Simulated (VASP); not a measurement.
NaAg (rocksalt type), 2 atoms in the cell. Symmetry: Fm-3m, No. 225, cubic system. Conventional cell: a = 5.765 Å, b = 5.765 Å, c = 5.765 Å, α = 90.00°, β = 90.00°, γ = 90.00°. Na (site symmetry m-3m) has 6 Ag at 2.88 Å within 3.8 Å. Within 3.8 Å of Ag (site symmetry m-3m) lie 6 Na at 2.88 Å. 

```yaml
Program: VASP 6.6.1
Task: single point
Functional: LDA
Potentials_or_basis: VASP PAW LDA potentials, release 64 (Na_pv, Ag)
Cutoff: 520 eV
k_mesh: 12 × 12 × 12
Occupations: fermi-dirac, width 0.05 eV
Spin: no spin polarisation
Dipole_correction: no
Further_INCAR_settings: ALGO = Normal; EDIFF = 1e-07; NBANDS = 16
```

Potentials or basis: VASP PAW LDA potentials, release 64 (Na_pv, Ag).

The run is started by

```sh
$ cat potpaw_LDA.64/Na_pv/POTCAR potpaw_LDA.64/Ag/POTCAR > POTCAR
$ mpirun -np 1 vasp_std > vasp.out
```

Hardware: 1 thread of AMD EPYC 7R13 Processor (Zen 3), with other jobs on the host.

Question: Estimate the wall time of this run.

Answer: It took 41 s on 1 thread of AMD EPYC 7R13 Processor (Zen 3), with other jobs on the host, peak memory 0.15 GiB. Counts: scf iterations 12, k points 72.
